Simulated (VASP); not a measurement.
Crystal: Br.

```
Br
1.0
    -1.42349    1.42349    3.57752
     1.42349   -1.42349    3.57752
     1.42349    1.42349   -3.57752
Br
1
Direct
  0.00000 0.00000 0.00000
```

| Property | Result |
| --- | --- |
| Program | VASP 6.6.1 |
| Task | relaxation of cell and atoms |
| Functional | BLYP |
| Potentials or basis | VASP PAW PBE potentials, release 64 (Br) |
| Cutoff | 600 eV |
| k mesh | 13 × 13 × 13 |
| Occupations | fermi-dirac, width 0.05 eV |
| Spin | no spin polarisation |

At the start: pressure 4.5 GPa; volume 29.00 Å³/atom.

Task: Where does the relaxation end?

Result: Over 17 steps the energy falls by 91.5 meV/atom and the volume is 48.79 Å³/atom (+68.3 %); space group I4/mmm (No. 139, to 0.1 Å) before and after.

Step by step:
| step | energy change (eV) | largest force (eV/Å) | pressure (GPa) | volume (Å³) |
| --- | --- | --- | --- | --- |
| 1 | 0.0000 | 0.0000 | 4.51 | 29.00 |
| 2 | -0.0421 | 0.0000 | -0.01 | 32.56 |
| 3 | -0.0425 | 0.0000 | 0.32 | 32.19 |
| 4 | -0.0519 | 0.0000 | 0.25 | 32.86 |
| 5 | -0.0706 | 0.0000 | 0.25 | 34.82 |
| 6 | -0.0847 | 0.0000 | 0.53 | 38.65 |
| 7 | -0.0857 | 0.0000 | 0.65 | 39.77 |
| 8 | -0.0801 | 0.0000 | -1.01 | 44.31 |
| 9 | -0.0883 | 0.0000 | -0.05 | 41.33 |
| 10 | -0.0883 | 0.0000 | -0.04 | 41.28 |
| 11 | -0.0883 | 0.0000 | -0.02 | 41.25 |
| 12 | -0.0887 | 0.0000 | -0.03 | 41.69 |
| 13 | -0.0897 | 0.0000 | -0.02 | 43.01 |
| 14 | -0.0910 | 0.0000 | -0.02 | 45.63 |
| 15 | -0.0906 | 0.0000 | -0.04 | 50.88 |
| 16 | -0.0914 | 0.0000 | -0.01 | 47.06 |
| 17 | -0.0915 | 0.0000 | -0.02 | 48.79 |

Final structure:
```
CELL_PARAMETERS angstrom
-1.47356 1.47356 5.61716
1.47356 -1.47356 5.61716
1.47356 1.47356 -5.61716
ATOMIC_POSITIONS crystal
Br 0.00000 0.00000 0.00000
```

Caveat: the volume moved by over 15 % at a fixed basis, so the end points are rough; the PAW data sets were made with another functional, which shifts forces and pressure a little; an odd number of electrons without spin polarisation forces a metal; a magnetic or distorted state may lie lower.
